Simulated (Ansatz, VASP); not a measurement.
## P in VASP and in Ansatz

```
CELL_PARAMETERS angstrom
0.00000 2.65665 2.65665
2.65665 0.00000 2.65665
2.65665 2.65665 0.00000
ATOMIC_POSITIONS crystal
P 0.74000 0.92000 0.92000
P 0.26000 0.08000 0.08000
```

Change from the starting cell: shortest bond scaled by 0.64, PAW files.

Alike in both runs: task electric field gradients; functional PBE; k mesh 10 × 10 × 10; occupations fermi-dirac, width 0.05 eV; no spin polarisation.

|  | VASP | Ansatz |
| --- | --- | --- |
| version | VASP 6.6.1 | Ansatz 0.2.0 |
| potentials or method | VASP PAW PBE potentials, release 64 (P) | PAW with Ansatz's default frozen-core files, scalar-relativistic |
| plane-wave cutoff (eV) | 520 | 420 |
| valence electrons in the cell | 10 | 10 |

|  | VASP | Ansatz | Ansatz less VASP |
| --- | --- | --- | --- |
| pressure (GPa) | 95.1 | 95.7 | +0.60 |
| traceless stress, the component that is largest in VASP (GPa) | -91.60 | -92.13 | -0.531 |
| rms of the force components (eV/Å) | 24.602 | 24.748 | +0.1461 |
| size of Vzz on the site where it differs most (V/Å²) | 181.6 | 150.0 | -31.58 |

Atom by atom the forces differ by 0.146 eV/Å (rms over components). Both programs put the cell under a high pressure, so it lies far from rest at this level.

Noted on VASP's run: the cell as given lies far from equilibrium.
